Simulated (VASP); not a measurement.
A run of VASP 6.6.1 is set up as follows.

File INCAR:

```
PREC = Accurate ; ENCUT = 520
EDIFF = 1E-6 ; ISMEAR = 0
SIGMA = 0.01 ; LREAL = False
LASPH = True ; NELM = 60
ALGO = Normal ; ISIF = 2
LWAVE = False ; LCHARG = False
GGA = PS ; NBANDS = 11
```

KPOINTS

```
regular mesh
0
Gamma
  6 6 6
```

Contents of POSCAR:

```
AlN
1.0
    0.0000000000      2.1839940000      2.1839940000
    2.1839940000      0.0000000000      2.1839940000
    2.1839940000      2.1839940000      0.0000000000
Al N
1 1
Direct
    0.0000000000      0.0000000000      0.0000000000
    0.7385530821      0.7614469179      0.7614469179
```

Potentials or basis: VASP PAW PBE potentials, release 64 (Al, N).

Command:

```console
$ cat potpaw_PBE.64/Al/POTCAR potpaw_PBE.64/N/POTCAR > POTCAR
$ mpirun -np 1 vasp_std > vasp.out
```

Q: Predict the band gap on the k mesh.

A: 3.05 eV, indirect (least direct gap 4.00 eV).

Q: Estimate the pressure.

A: 1.6 GPa.

Q: Estimate the largest force.

A: 0.732 eV/Å.

Forces in eV/Å, atoms in the order of the input:
```
Al   0.732  0.000  0.000
N   -0.732  0.000  0.000
```

Caveat: the PAW data sets were made with another functional, which shifts forces and pressure a little. As with any semilocal functional, this PBEsol gap is likely too small.
